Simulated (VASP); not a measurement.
Write the native input for VASP 6.6.1 that does the following.

| Quantity | Value |
| --- | --- |
| Task | single point |
| Functional | LDA |
| Potentials or basis | VASP PAW LDA potentials, release 64 (Ni, S) |
| Cutoff | 520 eV |
| k mesh | 9 × 9 × 5 |
| Occupations | fermi-dirac, width 0.1 eV |
| Spin | collinear spin, ferromagnetic start |
| Starting moments | [1.32, 1.32, 0.48, 0.48] μB |
| Fixed moment | 3.6 μB |
| Dipole correction | no |
| Further INCAR settings | ALGO = Normal; EDIFF = 1e-06; NBANDS = 28 |

The structure of NiS lies in POSCAR:

```
NiS
1.0
    3.4250000000      0.0000000000      0.0000000000
   -1.7125000000      2.9661370000      0.0000000000
    0.0000000000      0.0000000000      5.3400000000
Ni S
2 2
Direct
    0.0000000000      0.0000000000      0.0000000000
    0.0000000000      0.0000000000      0.5000000000
    0.3333333333      0.6666666667      0.2500000000
    0.6666666667      0.3333333333      0.7500000000
```

The input as run:

INCAR

```
SYSTEM = NiS
ALGO = Normal
EDIFF = 1E-6
ENCUT = 520
GGA = CA
ISIF = 2
ISMEAR = -1
ISPIN = 2
LASPH = .TRUE.
LCHARG = .FALSE.
LMAXMIX = 4
LORBIT = 11
LREAL = .FALSE.
LWAVE = .FALSE.
MAGMOM = 1.32 1.32 0.48 0.48
NBANDS = 28
NELM = 150
NUPDOWN = 3.6
PREC = Accurate
SIGMA = 0.1
```

KPOINTS

```
k-points
0
G
  9 9 5
  0 0 0
```

Potentials or basis: VASP PAW LDA potentials, release 64 (Ni, S).

Launch:

```console
$ cat potpaw_LDA.64/Ni/POTCAR potpaw_LDA.64/S/POTCAR > POTCAR
$ mpirun -np 1 vasp_std > vasp.out
```

Results of the run:

The pressure is -4.7 GPa and the net moment is 3.60 μB per cell. The site moments are Ni +1.19; S +0.41 μB and the valence electrons inside the program's atomic spheres are Ni 9.21; S 3.66.

Caveat: the cell stands under tension; the total moment is fixed, so each spin has its own Fermi level and the state may be an excited one.

It took 2.1 min on 1 thread of Oxide Virtual Turin-like Processor, with other jobs on the host, peak memory 0.17 GiB.
